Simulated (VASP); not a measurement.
Wanted: the native input for a VASP 6.6.1 run.

```
Task                   : single point
Functional             : PBE
Potentials or basis    : VASP PAW PBE potentials, release 64 (Ba_sv, O)
Cutoff                 : 520 eV
k mesh                 : 14 × 14 × 14
Occupations            : fermi-dirac, width 0.0612256 eV
Spin                   : no spin polarisation
Dipole correction      : no
Further INCAR settings : ALGO = Normal; EDIFF = 1e-06; NBANDS = 20
```

The structure of Ba2O (antifluorite type) lies in POSCAR:

```
Ba2O
1.0
    0.0000000000      3.4398065992      3.4398065992
    3.4398065992      0.0000000000      3.4398065992
    3.4398065992      3.4398065992      0.0000000000
Ba O
2 1
Direct
    0.2500000000      0.2500000000      0.2500000000
    0.7500000000      0.7500000000      0.7500000000
    0.0000000000      0.0000000000      0.0000000000
```

These files were run (other wordings do the same):

INCAR

```
SYSTEM = Ba2O
PREC = Accurate
ENCUT = 520
EDIFF = 1E-6
ISMEAR = -1
SIGMA = 0.06122561905347299
LREAL = .FALSE.
LASPH = .TRUE.
NELM = 100
ALGO = Normal
ISIF = 2
LWAVE = .FALSE.
LCHARG = .FALSE.
GGA = PE
NBANDS = 20
```

KPOINTS

```
Automatic mesh
0
G
  14 14 14
  0 0 0
```

Potentials or basis: VASP PAW PBE potentials, release 64 (Ba_sv, O).

Launch:

```sh
$ cat potpaw_PBE.64/Ba_sv/POTCAR potpaw_PBE.64/O/POTCAR > POTCAR
$ mpirun -np 1 vasp_std > vasp.out
```

Results of the run:

* Pressure: 0.7 GPa
* Band gap on the k mesh: zero (bands 13 and 14 overlap by 0.54 eV)

Caveat: spin-orbit coupling is left out, which moves the levels of the heavy elements.

It took 95 s on 1 thread of AMD EPYC 9R45 96-Core Processor (Zen 5), on a shared host, peak memory 0.28 GiB.
